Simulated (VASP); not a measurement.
SiO2:

```
CELL_PARAMETERS angstrom
4.98600 0.00000 0.00000
0.00000 4.98600 0.00000
0.00000 0.00000 6.97700
ATOMIC_POSITIONS crystal
Si 0.30315 0.30315 0.00000
Si 0.19685 0.80315 0.25000
Si 0.69685 0.69685 0.50000
Si 0.80315 0.19685 0.75000
O 0.23764 0.11267 0.18306
O 0.38733 0.73764 0.43306
O 0.76236 0.88733 0.68306
O 0.61267 0.26236 0.93306
O 0.73764 0.38733 0.56694
O 0.88733 0.76236 0.31694
O 0.26236 0.61267 0.06694
O 0.11267 0.23764 0.81694
```

Base run:

```yaml
Program: VASP 6.6.1
Functional: r2SCAN
Potentials_or_basis: VASP PAW PBE potentials, release 64 (Si, O)
Cutoff: 520 eV
k_mesh: 5 × 5 × 4
Occupations: fermi-dirac, width 0.02 eV
Spin: no spin polarisation
```

Its results: band gap on the k mesh 6.25 eV; pressure -3.4 GPa; largest force 0.280 eV/Å.

Problem. The run is repeated on the same cell with these changes: functional from r2SCAN to PBE; further incar settings from ALGO = Normal; EDIFF = 1e-08; NBANDS = 44 to ALGO = Normal; EDIFF = 1e-06; NBANDS = 44. What comes out?

Solution. Band gap on the k mesh 5.61 eV; pressure 1.2 GPa; largest force 0.048 eV/Å.

Caveats: the cell stands under tension (at least some runs); the PAW data sets were made with another functional, which shifts forces and pressure a little (at least some runs).

A k mesh can miss the band edges.
